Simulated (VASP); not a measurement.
# Co (P6_3/mmc) in VASP: further runs

The runs below take Co through single point, with LDA, PBE, RPBE.

Everything below comes from runs of VASP 6.6.1. Logs are shortened: lines on timing, memory, paths and dates and some standing lists are left out, and cuts for length are marked.

## Step 1: The cell of the first run

The structure is hexagonal, space group P6_3/mmc (No. 194). The conventional cell has a = 2.649 Å, b = 2.649 Å, c = 4.308 Å, α = 90.00°, β = 90.00°, γ = 120.00°. Co (site symmetry -6m2) has 12 Co at 2.64 to 2.65 Å within 3.5 Å.

## Step 2: Single point, LDA, collinear spin, ferromagnetic start

INCAR reads:

```
SYSTEM = Co
PREC     = Accurate       ! precision mode
ENCUT    = 600            ! plane-wave cutoff, eV
EDIFF    = 1E-6           ! SCF threshold, eV
ISMEAR   = 0              ! smearing method
SIGMA    = 0.1            ! smearing width, eV
LREAL    = .FALSE.        ! projectors in reciprocal space
LASPH    = .TRUE.         ! aspherical terms in the spheres
NELM     = 200            ! most SCF steps
ALGO     = Normal         ! electronic algorithm
ISIF     = 2              ! what is computed and relaxed
LWAVE    = .FALSE.        ! write WAVECAR
LCHARG   = .FALSE.        ! write CHGCAR
ISPIN    = 2              ! spin polarisation
MAGMOM   = 1.83 1.83      ! initial moments
LORBIT   = 11             ! projections on sites
LMAXMIX  = 4              ! l up to which the mixer works
GGA      = CA             ! functional
NBANDS   = 20             ! bands
GGA_COMPAT= .FALSE.
```

KPOINTS reads:

```
regular mesh
0
G
  3 3 1
  0 0 0
```

POSCAR reads:

```
Co
1.0
    2.6486027149      0.0000000000      0.0000000000
   -1.3243013575      2.2937572357      0.0000000000
    0.0000000000      0.0000000000      4.3084197187
Co
2
Direct
    0.3333333333      0.6666666667      0.2500000000
    0.6666666667      0.3333333333      0.7500000000
```

Potentials or basis: VASP PAW LDA potentials, release 64 (Co).

Run with:

```console
$ cat potpaw_LDA.64/Co/POTCAR > POTCAR
$ mpirun -np 1 vasp_std > vasp.out
```

OUTCAR:

```text
SYSTEM = Co
   PREC = Accurate
   ENCUT = 600
   EDIFF = 1E-6
   ISMEAR = 0
   LREAL = .FALSE.
   LASPH = .TRUE.
   NELM = 200
   ISIF = 2
   ISPIN = 2
   LORBIT = 11
   GGA = CA

 ion  position               nearest neighbor table
   1  0.333  0.667  0.250-   2 2.64   2 2.64   2 2.64   2 2.64   2 2.64   2 2.64
   2  0.667  0.333  0.750-   1 2.64   1 2.64   1 2.64   1 2.64   1 2.64   1 2.64

  LATTYP: Found a hexagonal cell.
 ALAT       =     2.6486027149
 C/A-ratio  =     1.6266764715

  Lattice vectors:

 A1 = (   2.6486027149,   0.0000000000,   0.0000000000)
 A2 = (  -1.3243013575,   2.2937572357,   0.0000000000)
 A3 = (   0.0000000000,   0.0000000000,   4.3084197187)

Analysis of symmetry for initial positions (statically):
=====================================================================
 Subroutine PRICEL returns:
 Original cell was already a primitive cell.

 Routine SETGRP: Setting up the symmetry group for a
 hexagonal supercell.

 Subroutine GETGRP returns: Found 24 space group operations
 (whereof 12 operations were pure point group operations)
 out of a pool of 24 trial point group operations.

The static configuration has the point symmetry D_3d.
 The point group associated with its full space group is D_6h.

Analysis of symmetry for dynamics (positions and initial velocities):
=====================================================================
 Subroutine PRICEL returns:
 Original cell was already a primitive cell.

 Routine SETGRP: Setting up the symmetry group for a
 hexagonal supercell.

 Subroutine GETGRP returns: Found 24 space group operations
 (whereof 12 operations were pure point group operations)
 out of a pool of 24 trial point group operations.

The dynamic configuration has the point symmetry D_3d.
 The point group associated with its full space group is D_6h.

Analysis of structural, dynamic, and magnetic symmetry:
=====================================================================
 Subroutine PRICEL returns:
 Original cell was already a primitive cell.

 Routine SETGRP: Setting up the symmetry group for a
 hexagonal supercell.

 Subroutine GETGRP returns: Found 24 space group operations
 (whereof 12 operations were pure point group operations)
 out of a pool of 24 trial point group operations.

The overall configuration has the point symmetry D_3d.
 The point group associated with its full space group is D_6h.

 Subroutine INISYM returns: Found 24 space group operations
 (whereof 12 operations are pure point group operations),
 and found     1 'primitive' translations
[... 95 lines left out ...]
  Fermi-wavevector in a.u.,A,eV,Ry     =   1.445012  2.730677 28.409792  2.088061
  Thomas-Fermi vector in A             =   2.563242
   LORBIT       =     11    0 simple, 1 ext, 2 COOP (PROOUT), +10 PAW based schemes
   GGA     = CA    functional components
   LHFCALC =     F    Hartree Fock is set to
   AEXX    =    0.0000 exact exchange contribution
   IVDW    =     0    specifies the selected vdW correction
   LEPSILON=     F    determine dielectric tensor
   LRPA    =     F    only Hartree local field effects (RPA)
 spin polarized calculation
 Gauss-broadening in eV      SIGMA  =   0.10
  energy-cutoff  :      600.00
  volume of cell :       26.17
 maximum number of plane-waves:       885
 NGX is ok and might be reduce to    24
   NGX = 11   NGY = 11   NGZ = 17

 number of electron      17.9999998 magnetization       3.7654614

 Free energy of the ion-electron system (eV)
  ---------------------------------------------------
  ext. energy  EPLUGINS =         0.00000000
  ---------------------------------------------------
  free energy    TOTEN  =       -15.73682311 eV

  energy without entropy =      -15.72766264  energy(sigma->0) =      -15.73224288

 E-fermi :   7.5767     XC(G=0): -12.6598

 val. band max:        7.4622768314   @ k =   0.0000   0.0000   0.0000
 cond. band min:       7.5795132310   @ k =   0.0000   0.0000   0.0000
 fundamental gap:      0.1172363996
 Fermi energy:         7.5767159112

 spin component 1

 k-point     1 :       0.0000    0.0000    0.0000
  band No.  band energies     occupation
      1      -0.4318      1.00000
      2       3.1874      1.00000
      3       5.1986      1.00000
      4       5.1986      1.00000
      5       5.2481      1.00000
      6       5.4234      1.00000
[... 45 lines left out ...]
      6       5.1728      1.00000
[... 12 lines left out ...]
     19      21.0361      0.00000
     20      37.7242      0.00000
 Fermi energy:         7.5767159112

 spin component 2

 k-point     1 :       0.0000    0.0000    0.0000
  band No.  band energies     occupation
      1      -0.1738      1.00000
      2       4.2896      1.00000
      3       6.9405      1.00000
      4       6.9405      1.00000
      5       6.9500      1.00000
      6       7.2092      1.00000
[... 58 lines left out ...]
     19      21.5841      0.00000
     20      38.0264      0.00000

------------------------ aborting loop because EDIFF is reached ----------------------------------------

  FORCE on cell =-STRESS in cart. coord.  units (eV):
  Direction    XX          YY          ZZ          XY          YZ          ZX
  --------------------------------------------------------------------------------------
  -------------------------------------------------------------------------------------
  Total       -5.9178873     -5.9178873     -7.7651720      0.0000000      0.0000000      0.0000000
  in kB     -362.2388274   -362.2388274   -475.3126622      0.0000000      0.0000000      0.0000000
  external PRESSURE =    -399.9301057 kB  Pullay stress =       0.0000000 kB

 VOLUME and BASIS-vectors are now :
 -----------------------------------------------------------------------------
  energy-cutoff  :      600.00
  volume of cell :       26.17
      direct lattice vectors                 reciprocal lattice vectors
     2.648602715  0.000000000  0.000000000     0.377557568  0.217982964  0.000000000
    -1.324301357  2.293757236  0.000000000     0.000000000  0.435965927  0.000000000
     0.000000000  0.000000000  4.308419719     0.000000000  0.000000000  0.232103663

 POSITION                                       TOTAL-FORCE (eV/Angst)
 -----------------------------------------------------------------------------------
     -0.00000      1.52917      1.07710         0.000000     -0.000000      0.000000
      1.32430      0.76459      3.23131        -0.000000      0.000000      0.000000
 -----------------------------------------------------------------------------------
    total drift:                               -0.000000     -0.000000     -0.000000

  FREE ENERGIE OF THE ION-ELECTRON SYSTEM (eV)
  ---------------------------------------------------
  free  energy   TOTEN  =       -15.7368231113 eV

  energy  without entropy=      -15.7276626389  energy(sigma->0) =      -15.73224288

 total charge

# of ion       s       p       d       tot
------------------------------------------
    1        0.397   0.376   7.221   7.994
    2        0.397   0.376   7.221   7.994
--------------------------------------------------
tot          0.794   0.753  14.441  15.988

 magnetization (x)

# of ion       s       p       d       tot
------------------------------------------
    1       -0.005  -0.004   1.889   1.880
    2       -0.005  -0.004   1.889   1.880
--------------------------------------------------
tot         -0.010  -0.008   3.778   3.760
```

Wall time 4 s (1 thread of Intel Xeon 6975P-C (Granite Rapids), shared host); peak memory 0.13 GiB.

Results:

| Item | Value |
| --- | --- |
| Free energy | -15.7368 eV |
| Pressure | -40.0 GPa |
| Net moment | 3.77 μB per cell |
| Site moments | Co +1.88 μB |
| Valence electrons inside the program's atomic spheres | Co 7.99 |

Stress tensor (GPa, compression positive):
```
-36.22   0.00   0.00
  0.00 -36.22   0.00
  0.00   0.00 -47.53
```

Levels at points of the mesh, in eV from the Fermi level:
Spin up:
| k point | band 7 | band 8 | band 9 | band 10 | band 11 | band 12 | band 13 | band 14 | band 15 | band 16 |
| --- | --- | --- | --- | --- | --- | --- | --- | --- | --- | --- |
| (0.00, 0.00, 0.00) | -2.15 | -1.68 | -1.68 | -0.85 | -0.85 | -0.11 | 4.72 | 20.28 | 21.19 | 21.19 |
Spin down:
| k point | band 3 | band 4 | band 5 | band 6 | band 7 | band 8 | band 9 | band 10 | band 11 | band 12 |
| --- | --- | --- | --- | --- | --- | --- | --- | --- | --- | --- |
| (0.00, 0.00, 0.00) | -0.64 | -0.64 | -0.63 | -0.37 | -0.37 | 0.00 | 0.00 | 0.09 | 0.93 | 0.93 |

Caveat: the k points lie up to 1.46 Å⁻¹ apart.

## Step 3: Single point, PBE, collinear spin, ferromagnetic start

This run uses another cell than the first one, of 10.64 Å³/atom, 0.813 times its volume.

INCAR reads:

```
  ALGO = Normal
  EDIFF = 1E-6
  ENCUT = 600
  GGA = PE
  GGA_COMPAT = F
  ISIF = 2
  ISMEAR = 0
  ISPIN = 2
  ISYM = 0
  LASPH = T
  LCHARG = T
  LELF = T
  LMAXMIX = 4
  LORBIT = 11
  LREAL = F
  LVHAR = T
  LWAVE = F
  MAGMOM = 1.83 1.83
  NBANDS = 20
  NELM = 200
  PREC = Accurate
  SIGMA = 0.1
```

KPOINTS reads:

```
k-points
0
Gamma
  2 4 1
```

POSCAR reads:

```
Co
1.0
    2.4719999032      0.0000000000      0.0000000000
   -1.2359999516      2.1408147143      0.0000000000
    0.0000000000      0.0000000000      4.0211440800
Co
2
Direct
    0.3333333333      0.6666666667      0.2500000000
    0.6666666667      0.3333333333      0.7500000000
```

Potentials or basis: VASP PAW PBE potentials, release 64 (Co).

Run with:

```console
$ cat potpaw_PBE.64/Co/POTCAR > POTCAR
$ mpirun -np 1 vasp_std > vasp.out
```

It took 7.7 s on 1 thread of Intel Xeon 6975P-C (Granite Rapids), shared host; peak memory 0.13 GiB.

Results (log left out):

```
Free energy                                           : -14.1166 eV
Pressure                                              : -1.1 GPa
Largest force                                         : 0.285 eV/Å
Net moment                                            : 2.89 μB per cell
Site moments                                          : Co +1.48 μB
Valence electrons inside the program's atomic spheres : Co 8.32
```

Forces in eV/Å, atoms in the order of the input:
```
Co   0.000  0.285  0.000
Co   0.000 -0.285  0.000
```

Stress tensor (GPa, compression positive):
```
-7.94  0.00  0.00
 0.00  8.22  0.00
 0.00  0.00 -3.59
```

Levels at points of the mesh, in eV from the Fermi level:
Spin up:
| k point | band 7 | band 8 | band 9 | band 10 | band 11 | band 12 | band 13 | band 14 |
| --- | --- | --- | --- | --- | --- | --- | --- | --- |
| (0.00, 0.00, 0.00) | -2.30 | -1.79 | -1.63 | -0.68 | -0.52 | -0.01 | 6.53 | 22.18 |
| (0.50, 0.00, 0.00) | -2.00 | -0.70 | -0.55 | -0.34 | 1.43 | 3.46 | 9.98 | 10.41 |
| (0.00, 0.50, 0.00) | -2.04 | -0.80 | -0.65 | -0.46 | 1.50 | 3.52 | 9.97 | 10.42 |
| (0.50, 0.50, 0.00) | -2.00 | -0.70 | -0.55 | -0.34 | 1.43 | 3.46 | 9.98 | 10.41 |
Spin down:
| k point | band 3 | band 4 | band 5 | band 6 | band 7 | band 8 | band 9 | band 10 | band 11 | band 12 |
| --- | --- | --- | --- | --- | --- | --- | --- | --- | --- | --- |
| (0.00, 0.00, 0.00) | -1.13 | -1.08 | -0.98 | -0.75 | -0.61 | -0.24 | -0.15 | -0.11 | 1.08 | 1.12 |
| (0.50, 0.00, 0.00) | -3.35 | -1.93 | -1.11 | -1.06 | -0.65 | 1.12 | 1.28 | 1.37 | 2.53 | 4.32 |
| (0.00, 0.50, 0.00) | -3.32 | -1.88 | -1.12 | -1.05 | -0.76 | 1.24 | 1.34 | 1.40 | 2.60 | 4.37 |
| (0.50, 0.50, 0.00) | -3.35 | -1.93 | -1.11 | -1.06 | -0.65 | 1.12 | 1.28 | 1.37 | 2.53 | 4.32 |

Caveat: the k points lie up to 1.56 Å⁻¹ apart.

## Step 4: Single point, PBE, collinear spin, ferromagnetic start

This run uses another cell than the first one, of 10.64 Å³/atom, 0.813 times its volume.

INCAR reads:

```
SYSTEM = Co
PREC = Accurate
ENCUT = 600
EDIFF = 1E-6
ISMEAR = 1
SIGMA = 0.074
LREAL = .FALSE.
LASPH = .TRUE.
NELM = 200
ALGO = Normal
ISIF = 2
LWAVE = .FALSE.
LCHARG = .TRUE.
ISPIN = 2
MAGMOM = 1.83 1.83
LORBIT = 11
LMAXMIX = 4
GGA = PE
LELF = .TRUE.
LVHAR = .TRUE.
NELECT = 18.5
ISYM = 0
NBANDS = 20
GGA_COMPAT = .FALSE.
```

KPOINTS reads:

```
Automatic mesh
0
Gamma
  3 3 1
  0.25 0.25 0.25
```

POSCAR is that of step 3.

Run with:

```console
$ cat potpaw_PBE.64/Co/POTCAR > POTCAR
$ mpirun -np 1 vasp_std > vasp.out
```

Wall time 26 s (1 thread of Intel Xeon 6975P-C (Granite Rapids), shared host); peak memory 0.16 GiB.

The run converged. Its results:

```
Free energy                                           : -8.6773 eV
Net moment                                            : 2.17 μB per cell
Site moments                                          : Co +1.10 μB
Valence electrons inside the program's atomic spheres : Co 8.54
```

Levels at points of the mesh, in eV from the Fermi level:
Spin up:
```tsv
k point	band 6	band 7	band 8	band 9	band 10	band 11	band 12	band 13	band 14	band 15
(0.08, 0.08, 0.25)	-2.27	-2.20	-1.97	-1.42	-1.41	-0.58	0.46	9.65	18.31	19.27
```
Spin down:
```csv
k point,band 5,band 6,band 7,band 8,band 9,band 10,band 11,band 12
"(0.08, 0.08, 0.25)",-1.57,-1.19,-1.16,-0.86,-0.21,-0.17,0.75,1.54
```

Caveat: the k points lie up to 1.56 Å⁻¹ apart; the cell carries a net charge on a neutralising background, which shifts energy and pressure; the cell is charged against a uniform background, so pressure and absolute levels hang on convention.

(Continued in part 2 of 2.)
